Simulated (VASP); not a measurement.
Set up this calculation in VASP 6.6.1, as the native input.

```
Task                   : single point
Functional             : PBE
Potentials or basis    : VASP PAW PBE potentials, release 64 (Ba_sv)
Cutoff                 : 500 eV
k mesh                 : 3 × 3 × 3
Occupations            : fermi-dirac, width 0.05 eV
Spin                   : no spin polarisation
Dipole correction      : no
Further INCAR settings : ALGO = Normal; EDIFF = 1e-06; NBANDS = 11
```

The structure of Ba lies in POSCAR:

```
Ba
1.0
   -2.5065000000      2.5065000000      2.5065000000
    2.5065000000     -2.5065000000      2.5065000000
    2.5065000000      2.5065000000     -2.5065000000
Ba
1
Direct
    0.0000000000      0.0000000000      0.0000000000
```

These files were run (other wordings do the same):

INCAR

```
SYSTEM = Ba
ALGO = Normal
EDIFF = 1E-6
ENCUT = 500
GGA = PE
GGA_COMPAT = .False.
ISIF = 2
ISMEAR = -1
LASPH = .True.
LCHARG = .False.
LREAL = .False.
LWAVE = .False.
NBANDS = 11
NELM = 120
PREC = Accurate
SIGMA = 0.05
```

KPOINTS

```
k-points
0
Gamma
  3 3 3
  0 0 0
```

Potentials or basis: VASP PAW PBE potentials, release 64 (Ba_sv).

The run is started by

```console
$ cat potpaw_PBE.64/Ba_sv/POTCAR > POTCAR
$ mpirun -np 1 vasp_std > vasp.out
```

It gave:

* Pressure: -0.5 GPa
* Band gap on the k mesh: zero (band 5 reaches 1.77 eV, above the bottom of band 6 at 1.69 eV)

Caveat: the k points lie up to 0.59 Å⁻¹ apart; spin-orbit coupling is left out, which moves the levels of the heavy elements.

Run time: 8.3 s on 1 thread of Intel Xeon 8259CL, on a shared host, peak memory 0.17 GiB.
